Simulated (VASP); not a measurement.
Input of a VASP 6.6.1 run:

File INCAR:

```
ALGO     = Fast           # electronic algorithm
EDIFF    = 1E-7           # SCF threshold, eV
EDIFFG   = -0.01          # ionic threshold
ENCUT    = 600            # plane-wave cutoff, eV
GGA      = PE             # functional
IBRION   = 2              # ionic algorithm
ISIF     = 4              # what is computed and relaxed
ISMEAR   = 0              # smearing method
LASPH    = True           # aspherical terms in the spheres
LCHARG   = False          # write CHGCAR
LREAL    = False          # projectors in reciprocal space
LWAVE    = False          # write WAVECAR
NELM     = 100            # most SCF steps
NSW      = 50             # ionic steps
PREC     = Accurate       # precision mode
SIGMA    = 0.1            # smearing width, eV
```

The input KPOINTS:

```
k-points
0
Gamma
  12 12 4
```

POSCAR

```
MoW5
1.0
    3.2825545774      0.0000000000      0.0000000000
    0.0000000000      3.2825545774      0.0000000000
    0.0000000000      0.0000000000      9.8493912049
Mo W
1 5
Direct
    0.5000000000      0.5000000000      0.5000000000
    0.0000000000      0.0000000000      0.6663489877
    0.5000000000      0.5000000000      0.8329509880
    0.0000000000      0.0000000000      0.0000000000
    0.5000000000      0.5000000000      0.1670490120
    0.0000000000      0.0000000000      0.3336510123
```

Potentials or basis: VASP PAW PBE potentials, release 64 (Mo_sv, W_sv).

Launch:

```console
$ cat potpaw_PBE.64/Mo_sv/POTCAR potpaw_PBE.64/W_sv/POTCAR > POTCAR
$ mpirun -np 1 vasp_std > vasp.out
```

**Question.** What does it give for the band gap on the k mesh?

**Answer.** Zero (bands 42 and 43 overlap by 0.96 eV).

Forces in eV/Å, atoms in the order of the input:
```
Mo   0.000  0.000  0.000
W    0.000  0.000 -0.001
W    0.000  0.000  0.002
W    0.000  0.000  0.000
W    0.000  0.000 -0.002
W    0.000  0.000  0.001
```

Caveat: spin-orbit coupling is left out, which moves the levels of the heavy elements.
